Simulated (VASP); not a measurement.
# Mg27HO26 (a cell with a defect) in VASP: notebook

Runs on Mg27HO26 (a cell with a defect). Level: HSE06. Tasks: electric field gradients.

Everything below comes from runs of VASP 6.6.1. Logs are shortened: lines on timing, memory, paths and dates and some standing lists are left out, and cuts for length are marked.

### Step 1. The cell of the first run

The cell holds a defect, 54 atoms: a = 9.025 Å, b = 9.025 Å, c = 9.025 Å, α = 60.00°, β = 60.00°, γ = 60.00°.

### Step 2. Electric field gradients, HSE06, collinear spin

The input, POSCAR:

```
Mg27HO26
1.0
    0.0000000000      6.3815718454      6.3815718454
    6.3815718454      0.0000000000      6.3815718454
    6.3815718454      6.3815718454      0.0000000000
Mg O H
27 26 1
Direct
    0.0001768420      0.0005602379     -0.0005844773
    0.0001445469      0.0005182671      0.3322322571
    0.0002217319      0.0005970471      0.6665847913
    0.0001330689      0.3334261967     -0.0006238760
    0.0006070355      0.3338460030      0.3326835670
    0.0001895910      0.3336686424      0.6663178753
    0.0002188516      0.6677283208     -0.0005430542
    0.0001911620      0.6674360521      0.3325404626
   -0.0002648464      0.6672821004      0.6661457664
    0.3330079896      0.0005151141     -0.0006260699
    0.3334197214      0.0010576966      0.3326615628
    0.3332965482      0.0005662568      0.6662912406
    0.3334242302      0.3338375816     -0.0001329752
    0.3333314928      0.3337568751      0.3325597835
    0.3262501427      0.3265977161      0.6727527897
    0.3332981704      0.6674538132     -0.0005774476
    0.3262428809      0.6739137492      0.3254792649
    0.3268246104      0.6745172160      0.6733666546
    0.6673361339      0.0006184311     -0.0005490905
    0.6670759854      0.0005630166      0.3325191589
    0.6669431083      0.0000494843      0.6661863507
    0.6670636460      0.3336866007     -0.0005848774
    0.6735311611      0.3265697108      0.3254867178
    0.6741487970      0.3272010547      0.6733618725
    0.6669382389      0.6672704227     -0.0010466690
    0.6741300855      0.6745395902      0.3260486294
    0.6670123878      0.6673867312      0.6662535082
    0.1666420706      0.1670114687      0.1659010412
    0.1664918002      0.1668798682      0.4998924950
    0.1659973994      0.1663623230      0.8336951731
    0.1664906799      0.5010459416      0.1657432245
    0.1700242378      0.5006383268      0.4994948446
    0.1702693294      0.5005526437      0.8293272449
    0.1659900080      0.8348278512      0.1652274151
    0.1702937245      0.8304401672      0.4994183205
    0.1659088083      0.8347581463      0.8336011104
    0.5006575879      0.1668692500      0.1657522089
    0.5002573917      0.1704253788      0.4995015712
    0.5001851157      0.1706590362      0.8293178190
    0.5002661060      0.5006450275      0.1692440084
    0.5000944723      0.5004791000      0.8295765842
    0.5001835087      0.8304530879      0.1695074378
    0.5001003271      0.8306974864      0.4993296220
    0.4997116541      0.8342438593      0.8330764387
    0.8344566161      0.1663639021      0.1652265095
    0.8300543950      0.1706856754      0.4994151696
    0.8343733273      0.1662854654      0.8336122133
    0.8300852121      0.5005632665      0.1694983417
    0.8303159483      0.5004916712      0.4993299230
    0.8338715276      0.5000751534      0.8330821373
    0.8343705790      0.8347651343      0.1651379250
    0.8338624565      0.8342452997      0.4989409847
    0.8337191301      0.8341001170      0.8329331500
    0.5002210164      0.5005511709      0.4993790115
```

The input, INCAR.step1:

```
  PREC = Accurate
  ENCUT = 520
  ISMEAR = -1
  SIGMA = 0.01
  LREAL = Auto
  LASPH = T
  NELM = 200
  ALGO = Normal
  ISIF = 2
  LWAVE = T
  LCHARG = F
  ISPIN = 2
  MAGMOM = 0.01 0.01 0.01 0.01 0.01 0.01 0.01 0.01 0.01 0.01 0.01 0.01 0.01 0.01 0.01 0.01 0.01 0.01 0.01 0.01 0.01 0.01 0.01 0.01 0.01 0.01 0.01 0.01 0.01 0.01 0.01 0.01 0.01 0.01 0.01 0.01 0.01 0.01 0.01 0.01 0.01 0.01 0.01 0.01 0.01 0.01 0.01 0.01 0.01 0.01 0.01 0.01 0.01 0.03
  LORBIT = 11
  NUPDOWN = 1.0
  GGA = PE
  EDIFF = 1E-5
  NBANDS = 142
  GGA_COMPAT = F
  ISYM = -1
  KPAR = 1
```

The input, INCAR.step2:

```
  PREC = Accurate
  ENCUT = 520
  EDIFF = 1E-8
  ISMEAR = -1
  SIGMA = 0.01
  LREAL = Auto
  LASPH = T
  NELM = 200
  ALGO = Normal
  ISIF = 2
  LWAVE = F
  LCHARG = F
  ISPIN = 2
  MAGMOM = 0.01 0.01 0.01 0.01 0.01 0.01 0.01 0.01 0.01 0.01 0.01 0.01 0.01 0.01 0.01 0.01 0.01 0.01 0.01 0.01 0.01 0.01 0.01 0.01 0.01 0.01 0.01 0.01 0.01 0.01 0.01 0.01 0.01 0.01 0.01 0.01 0.01 0.01 0.01 0.01 0.01 0.01 0.01 0.01 0.01 0.01 0.01 0.01 0.01 0.01 0.01 0.01 0.01 0.03
  LORBIT = 11
  NUPDOWN = 1.0
  GGA = PE
  LHFCALC = T
  HFSCREEN = 0.2079
  PRECFOCK = Fast
  LEFG = T
  ISTART = 1
  NBANDS = 142
  GGA_COMPAT = F
  ISYM = -1
  KPAR = 1
```

The input, KPOINTS:

```
explicit points
1
Reciprocal
  0.25000000   0.25000000   0.25000000 1
```

Potentials or basis: VASP PAW PBE potentials, release 64 (Mg, O, H).

The run is started by

```
$ cat potpaw_PBE.64/Mg/POTCAR potpaw_PBE.64/O/POTCAR potpaw_PBE.64/H/POTCAR > POTCAR
$ cp INCAR.step1 INCAR
$ mpirun -np 4 vasp_std > vasp.out
$ cp INCAR.step2 INCAR
$ mpirun -np 4 vasp_std > vasp.out
```

OUTCAR:

```text
PREC = Accurate
   ENCUT = 520
   EDIFF = 1E-8
   ISMEAR = -1
   LREAL = Auto
   LASPH = T
   NELM = 200
   ISIF = 2
   ISPIN = 2
   LORBIT = 11
   NUPDOWN = 1.0
   GGA = PE
   LHFCALC = T
   HFSCREEN = 0.2079
   PRECFOCK = Fast
   ISTART = 1
   ISYM = -1

 ion  position               nearest neighbor table
   1  0.000  0.001  0.999-  51 2.12  47 2.12  45 2.12  36 2.12  30 2.12  34 2.12   2 3.00  10 3.00
                             3 3.00   7 3.00  19 3.00   4 3.00  20 3.01   6 3.01  16 3.01  22 3.01
   2  0.000  0.001  0.332-  52 2.12  45 2.12  34 2.12  28 2.13  35 2.15  46 2.15  23 2.95  17 2.95
                             1 3.00  10 3.00   4 3.00  20 3.00   8 3.00   9 3.01  21 3.01  11 3.01
   3  0.000  0.001  0.667-  29 2.12  36 2.12  47 2.12  53 2.13  35 2.15  46 2.15  24 2.95  18 2.95
                             1 3.00   7 3.00  19 3.00  12 3.00   6 3.00  11 3.01   5 3.01  21 3.01
   4  0.000  0.333  0.999-  50 2.12  45 2.12  30 2.12  28 2.13  48 2.15  33 2.15  23 2.95  15 2.95
                             1 3.00   2 3.00  10 3.00   6 3.00  22 3.00  25 3.01   9 3.01  13 3.01
   5  0.001  0.334  0.333-  31 2.13  29 2.13  49 2.13  28 2.13  48 2.13  46 2.13  14 3.00  11 3.00
                            13 3.00   8 3.01   6 3.01   7 3.01   3 3.01  24 3.01  26 3.01   4 3.01
   6  0.000  0.334  0.666-  50 2.13  30 2.13  47 2.13  29 2.13  32 2.15  49 2.15  15 2.94  24 2.94
                             4 3.00   3 3.00   1 3.01  12 3.01  22 3.01   9 3.01   5 3.01  27 3.01
   7  0.000  0.668  0.999-  31 2.12  51 2.12  36 2.12  53 2.13  48 2.15  33 2.15  26 2.95  18 2.95
                             1 3.00   3 3.00  19 3.00   8 3.00  16 3.00  13 3.01   5 3.01  25 3.01
   8  0.000  0.667  0.333-  31 2.13  34 2.13  52 2.13  51 2.13  32 2.15  49 2.15  26 2.94  17 2.94
                             2 3.00   7 3.00  16 3.01  20 3.01   1 3.01   9 3.01   5 3.01  14 3.01
   9  1.000  0.667  0.666-  50 2.13  52 2.13  32 2.13  53 2.13  33 2.13  35 2.13  27 3.00  21 3.00
[... 62 lines left out ...]
  53  0.834  0.834  0.833-   3 2.13   7 2.13  19 2.13  21 2.13   9 2.13  25 2.13
  54  0.500  0.501  0.499-  23 2.22  17 2.22  26 2.22  24 2.22  15 2.22  18 2.22

IMPORTANT INFORMATION: All symmetrisations will be switched off!
NOSYMM: (Re-)initialisation of all symmetry stuff for point group C_1.

----------------------------------------------------------------------------------------

                                     Primitive cell

  volume of cell :     519.7721

  direct lattice vectors                    reciprocal lattice vectors
     0.000000000  6.381571845  6.381571845    -0.078350603  0.078350603  0.078350603
     6.381571845  0.000000000  6.381571845     0.078350603 -0.078350603  0.078350603
     6.381571845  6.381571845  0.000000000     0.078350603  0.078350603 -0.078350603

  length of vectors
     9.024905453  9.024905453  9.024905453     0.135707225  0.135707225  0.135707225

  position of ions in fractional coordinates (direct lattice)
     0.000176842  0.000560238  0.999415523
     0.000144547  0.000518267  0.332232257
     0.000221732  0.000597047  0.666584791
     0.000133069  0.333426197  0.999376124
     0.000607036  0.333846003  0.332683567
     0.000189591  0.333668642  0.666317875
[... 46 lines left out ...]
     0.833719130  0.834100117  0.832933150
     0.500221016  0.500551171  0.499379011

  ion indices of the primitive-cell ions
   primitive index   ion index
                 1           1
                 2           2
                 3           3
                 4           4
                 5           5
                 6           6
[... 46 lines left out ...]
                53          53
                54          54

----------------------------------------------------------------------------------------

 KPOINTS: explicit points

Read explicit list of k-points.

 Found      1 k-points:
[... 210 lines left out ...]
 k-point     1 :       0.2500    0.2500    0.2500
  band No.  band energies     occupation
      1     -16.8539      1.00000
      2     -16.3618      1.00000
      3     -16.1369      1.00000
      4     -16.1367      1.00000
      5     -16.0666      1.00000
      6     -16.0115      1.00000
[... 109 lines left out ...]
    116      11.4808      0.00000
    117      12.0940      0.00000
 [bands above 117 left out]

------------------------ aborting loop because EDIFF is reached ----------------------------------------

  FORCE on cell =-STRESS in cart. coord.  units (eV):
  Direction    XX          YY          ZZ          XY          YZ          ZX
  --------------------------------------------------------------------------------------
  -------------------------------------------------------------------------------------
  Total       -9.8780848     -9.8768314     -9.8715355     -0.7735905     -0.7840586     -0.7777519
  in kB      -30.4488116    -30.4449480    -30.4286236     -2.3845626     -2.4168300     -2.3973898
  external PRESSURE =     -30.4407944 kB  Pullay stress =       0.0000000 kB

 VOLUME and BASIS-vectors are now :
 -----------------------------------------------------------------------------
  energy-cutoff  :      520.00
  volume of cell :      519.77
      direct lattice vectors                 reciprocal lattice vectors
     0.000000000  6.381571845  6.381571845    -0.078350603  0.078350603  0.078350603
     6.381571845  0.000000000  6.381571845     0.078350603 -0.078350603  0.078350603
     6.381571845  6.381571845  0.000000000     0.078350603  0.078350603 -0.078350603

 POSITION                                       TOTAL-FORCE (eV/Angst)
 -----------------------------------------------------------------------------------
      6.38142      6.37897      0.00470        -0.000086     -0.001287      0.003509
      2.12347      2.12109      0.00423        -0.009355     -0.009095     -0.006081
      4.25767      4.25527      0.00523         0.009405      0.009478      0.006100
      8.50537      6.37844      2.12863        -0.011657     -0.004778     -0.011705
      4.25351      2.12692      2.13434         0.010491      0.004718      0.003429
      6.38149      4.25337      2.13054        -0.001221      0.001766     -0.003248
[... 46 lines left out ...]
     10.63829     10.63586     10.64331        -0.001322      0.000480     -0.000806
      6.38113      6.37902      6.38650         0.000823     -0.000456     -0.000599
 -----------------------------------------------------------------------------------
    total drift:                                0.000073      0.005488     -0.008487

  FREE ENERGIE OF THE ION-ELECTRON SYSTEM (eV)
  ---------------------------------------------------
  free  energy   TOTEN  =      -372.0556035295 eV

  energy  without entropy=     -372.0556035295  energy(sigma->0) =     -372.05560353

 Electric field gradients (V/A^2)
---------------------------------------------------------------------
 ion       V_xx      V_yy      V_zz      V_xy      V_xz      V_yz
---------------------------------------------------------------------
   1       0.001     0.001    -0.003     0.337     0.339     0.337
   2       0.890     0.883    -1.772     0.219     0.305     0.305
   3       0.886     0.885    -1.771     0.218     0.305     0.305
   4       0.874    -1.748     0.875     0.305     0.215     0.306
   5      -0.070     0.037     0.034     0.426     0.425     0.103
   6      -1.611     0.814     0.797     0.339     0.338     0.057
[... 46 lines left out ...]
  53       0.006    -0.011     0.005     0.514     0.523     0.514
  54      -0.001     0.001    -0.000    -0.204    -0.204    -0.204
---------------------------------------------------------------------

 Electric field gradients after diagonalization (V/A^2)
 (convention: |V_zz| > |V_xx| > |V_yy|)
----------------------------------------------------------------------
 ion       V_xx      V_yy      V_zz     asymmetry (V_yy - V_xx)/ V_zz
----------------------------------------------------------------------
   1      -0.340    -0.335     0.675       0.006
   2       1.168     0.667    -1.835       0.273
   3       1.167     0.667    -1.835       0.272
   4       1.154     0.659    -1.813       0.273
   5      -0.577    -0.068     0.645       0.789
   6       0.952     0.749    -1.701       0.120
[... 46 lines left out ...]
  53      -0.518    -0.516     1.035       0.002
  54       0.205     0.203    -0.408       0.004
----------------------------------------------------------------------

           NMR quadrupolar parameters

 Cq : quadrupolar parameter    Cq=e*Q*V_zz/h
 eta: asymmetry parameters     (V_yy - V_xx)/ V_zz
 Q  : nuclear electric quadrupole moment in mb (millibarn)
----------------------------------------------------------------------
 ion       Cq(MHz)       eta       Q (mb)
----------------------------------------------------------------------
   1       0.002       0.006       1.000
   2      -0.004       0.273       1.000
   3      -0.004       0.272       1.000
   4      -0.004       0.273       1.000
   5       0.002       0.789       1.000
   6      -0.004       0.120       1.000
[... 46 lines left out ...]
  53       0.003       0.002       1.000
  54      -0.001       0.004       1.000
----------------------------------------------------------------------

 total charge

# of ion       s       p       d       tot
------------------------------------------
    1        0.146   0.169   0.074   0.389
    2        0.145   0.166   0.071   0.381
    3        0.145   0.166   0.071   0.381
    4        0.145   0.166   0.071   0.381
    5        0.145   0.167   0.072   0.383
    6        0.147   0.165   0.070   0.382
[... 46 lines left out ...]
   53        1.550   3.566   0.000   5.116
   54        0.555   0.004   0.000   0.558
--------------------------------------------------
tot         44.867  97.186   1.923 143.976

 magnetization (x)

# of ion       s       p       d       tot
------------------------------------------
    1        0.008   0.000  -0.000   0.008
    2        0.007   0.000  -0.000   0.008
    3        0.007   0.000  -0.000   0.008
    4        0.007   0.000  -0.000   0.008
    5        0.008   0.001   0.000   0.009
    6        0.010   0.000   0.000   0.011
[... 46 lines left out ...]
   53        0.007   0.000   0.000   0.007
   54        0.008   0.001   0.000   0.009
--------------------------------------------------
tot          0.445   0.007   0.003   0.455
```

It took 7.9 min on 4 MPI ranks of Intel Xeon 6975P-C (Granite Rapids), shared host; peak memory 0.67 GiB.

What came out:

```yaml
Free_energy: -372.0556 eV
Pressure: -3.0 GPa
Largest_force: 0.122 eV/Å
Net_moment: 1.00 μB per cell
Largest_electric_field_gradient_by_atom: Mg +0.7, -1.8, +0.6, -1.7, +0.3, +7.2 (each value once); O +1.0, +4.1, +3.7, +10.7, +12.6, +3.6, +4.0 (each value once); H -0.4 V/Å²
Valence_electrons_inside_the_program's_atomic_spheres: Mg 0.39, 0.38 (each value once); O 5.12, 5.13, 5.11 (each value once); H 0.56
```

Forces on the atoms (eV/Å):
```
Mg   0.000 -0.001  0.004
Mg  -0.009 -0.009 -0.006
Mg   0.009  0.009  0.006
Mg  -0.012 -0.005 -0.012
Mg   0.010  0.005  0.003
Mg  -0.001  0.002 -0.003
Mg   0.011  0.005  0.010
Mg   0.001 -0.005  0.003
Mg  -0.011 -0.004 -0.002
Mg  -0.006 -0.009 -0.009
Mg   0.003  0.013  0.003
Mg   0.002  0.000 -0.003
Mg   0.002  0.005  0.012
Mg   0.009  0.011  0.009
Mg  -0.009 -0.009 -0.120
Mg   0.002 -0.003  0.000
Mg  -0.010 -0.122 -0.010
Mg   0.120  0.010  0.010
Mg   0.005  0.010  0.009
Mg  -0.002  0.000  0.001
Mg  -0.002 -0.015 -0.001
Mg  -0.003  0.003 -0.001
Mg  -0.119 -0.010 -0.008
Mg   0.010  0.119  0.009
Mg  -0.002 -0.005 -0.011
Mg   0.009  0.010  0.119
Mg  -0.010 -0.010 -0.009
O    0.001 -0.001  0.002
O   -0.005 -0.006 -0.006
O    0.006  0.005  0.024
O   -0.007 -0.008 -0.007
O    0.010 -0.002 -0.004
O   -0.001  0.000  0.001
O    0.006  0.025  0.006
O   -0.001  0.001 -0.001
O   -0.025 -0.005 -0.006
O   -0.007 -0.009 -0.005
O   -0.006  0.009 -0.006
O    0.000  0.001  0.000
O   -0.003 -0.003  0.010
O    0.003  0.004 -0.011
O    0.000  0.001  0.000
O    0.006 -0.010  0.005
O    0.008  0.007  0.006
O    0.025  0.006  0.006
O    0.000  0.001  0.000
O   -0.006 -0.025 -0.005
O    0.002  0.001 -0.002
O   -0.010  0.006  0.003
O    0.008  0.008  0.007
O   -0.007 -0.007 -0.026
O    0.005  0.008  0.008
O   -0.001  0.000 -0.001
H    0.001  0.000 -0.001
```

Electric field gradients, principal values (V/Å²):
| atom | least | middle | greatest (by size) |
| --- | --- | --- | --- |
| 1 Mg | -0.335 | -0.340 | 0.675 |
| 2 Mg | 0.667 | 1.168 | -1.835 |
| 3 Mg | 0.667 | 1.167 | -1.835 |
| 4 Mg | 0.659 | 1.154 | -1.813 |
| 5 Mg | -0.068 | -0.577 | 0.645 |
| 6 Mg | 0.749 | 0.952 | -1.701 |
| 7 Mg | 0.662 | 1.157 | -1.819 |
| 8 Mg | 0.746 | 0.949 | -1.695 |
| 9 Mg | -0.069 | -0.576 | 0.645 |
| 10 Mg | 0.657 | 1.156 | -1.813 |
| 11 Mg | -0.064 | -0.579 | 0.643 |
| 12 Mg | 0.748 | 0.947 | -1.695 |
| 13 Mg | -0.068 | -0.577 | 0.645 |
| 14 Mg | -0.143 | -0.151 | 0.294 |
| 15 Mg | -3.485 | -3.690 | 7.175 |
| 16 Mg | 0.739 | 0.945 | -1.684 |
| 17 Mg | -3.484 | -3.692 | 7.176 |
| 18 Mg | -3.483 | -3.689 | 7.172 |
| 19 Mg | 0.659 | 1.156 | -1.815 |
| 20 Mg | 0.749 | 0.949 | -1.697 |
| 21 Mg | -0.066 | -0.578 | 0.644 |
| 22 Mg | 0.739 | 0.945 | -1.684 |
| 23 Mg | -3.477 | -3.684 | 7.161 |
| 24 Mg | -3.482 | -3.688 | 7.170 |
| 25 Mg | -0.069 | -0.576 | 0.644 |
| 26 Mg | -3.480 | -3.684 | 7.164 |
| 27 Mg | -0.141 | -0.151 | 0.292 |
| 28 O | -0.511 | -0.514 | 1.025 |
| 29 O | -0.846 | -3.206 | 4.052 |
| 30 O | -0.652 | -3.003 | 3.654 |
| 31 O | -0.843 | -3.213 | 4.057 |
| 32 O | -2.838 | -7.851 | 10.689 |
| 33 O | -2.398 | -10.203 | 12.601 |
| 34 O | -0.648 | -2.997 | 3.645 |
| 35 O | -2.401 | -10.202 | 12.603 |
| 36 O | -0.650 | -3.009 | 3.659 |
| 37 O | -0.852 | -3.199 | 4.051 |
| 38 O | -2.842 | -7.833 | 10.675 |
| 39 O | -2.398 | -10.194 | 12.592 |
| 40 O | -2.830 | -7.843 | 10.673 |
| 41 O | -2.836 | -7.848 | 10.684 |
| 42 O | -2.395 | -10.191 | 12.585 |
| 43 O | -2.837 | -7.846 | 10.684 |
| 44 O | -0.851 | -3.192 | 4.043 |
| 45 O | -0.643 | -3.006 | 3.650 |
| 46 O | -2.389 | -10.199 | 12.588 |
| 47 O | -0.650 | -3.010 | 3.659 |
| 48 O | -2.378 | -10.202 | 12.580 |
| 49 O | -2.828 | -7.853 | 10.681 |
| 50 O | -0.842 | -3.208 | 4.051 |
| 51 O | -0.651 | -3.012 | 3.663 |
| 52 O | -0.845 | -3.202 | 4.047 |
| 53 O | -0.516 | -0.518 | 1.035 |
| 54 H | 0.203 | 0.205 | -0.408 |

Caveat: without QUAD_EFG the Cq values of the log hold for a quadrupole moment of 1 mb, not for the nuclei; the PAW data sets were made with another functional, which shifts forces and pressure a little; the total moment is fixed, so each spin has its own Fermi level and the state may be an excited one.

(Continued in part 2 of 2.)
